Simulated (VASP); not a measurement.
ScHg: single point with LDA

ScHg:

```xyz
2
Lattice="3.4800 0.0000 0.0000 0.0000 3.4800 0.0000 0.0000 0.0000 3.4974" Properties=species:S:1:pos:R:3 pbc="T T T"
Sc    1.7400    1.7400    1.7487
Hg    0.0000    0.0000    0.0000
```

This cell differs from its parent crystal: strain +0.0050 x Voigt [0, 0, 1, 0, 0, 0].

```yaml
Program: VASP 6.6.1
Task: single point
Functional: LDA
Potentials_or_basis: VASP PAW LDA potentials, release 64 (Sc_sv, Hg)
Cutoff: 520 eV
k_mesh: 14 × 14 × 14
Occupations: gaussian, width 0.15 eV
Spin: no spin polarisation
Dipole_correction: no
Further_INCAR_settings: ALGO = Fast; EDIFF = 1e-06; NBANDS = 18
```

The pressure is -4.0 GPa and the band gap on the k mesh is zero (an odd number of electrons rules out a gap without spin polarisation).

Stress tensor (GPa, compression positive):
```
-3.93  0.00  0.00
 0.00 -3.93  0.00
 0.00  0.00 -4.08
```

Levels at points of the mesh, in eV from the Fermi level:
| k point | band 9 | band 10 | band 11 | band 12 | band 13 | band 14 | band 15 | band 16 |
| --- | --- | --- | --- | --- | --- | --- | --- | --- |
| (0.00, 0.00, 0.00) | -7.16 | -7.15 | 0.29 | 0.31 | 2.42 | 2.42 | 2.43 | 4.87 |
| (0.50, 0.00, 0.00) | -7.08 | -5.03 | -3.82 | -0.03 | 0.74 | 0.78 | 2.21 | 3.12 |
| (0.50, 0.50, 0.00) | -6.66 | -4.05 | -0.92 | -0.92 | 0.59 | 2.01 | 2.01 | 2.90 |
| (0.00, 0.00, 0.50) | -7.07 | -5.08 | -3.84 | -0.04 | 0.78 | 0.78 | 2.22 | 3.07 |
| (0.50, 0.00, 0.50) | -6.67 | -4.09 | -0.95 | -0.93 | 0.55 | 2.02 | 2.03 | 2.88 |
| (0.50, 0.50, 0.50) | -6.64 | -1.77 | -1.77 | -1.77 | -0.91 | 2.94 | 2.96 | 5.49 |

Run time: 81 s on 1 thread of Intel(R) Xeon(R) 6975P-C (Granite Rapids) (shared host), peak memory 0.33 GiB.

Caveat: the cell differs from its parent crystal (strain +0.0050 x Voigt [0, 0, 1, 0, 0, 0]); the cell stands under tension; spin-orbit coupling is left out, which moves the levels of the heavy elements.
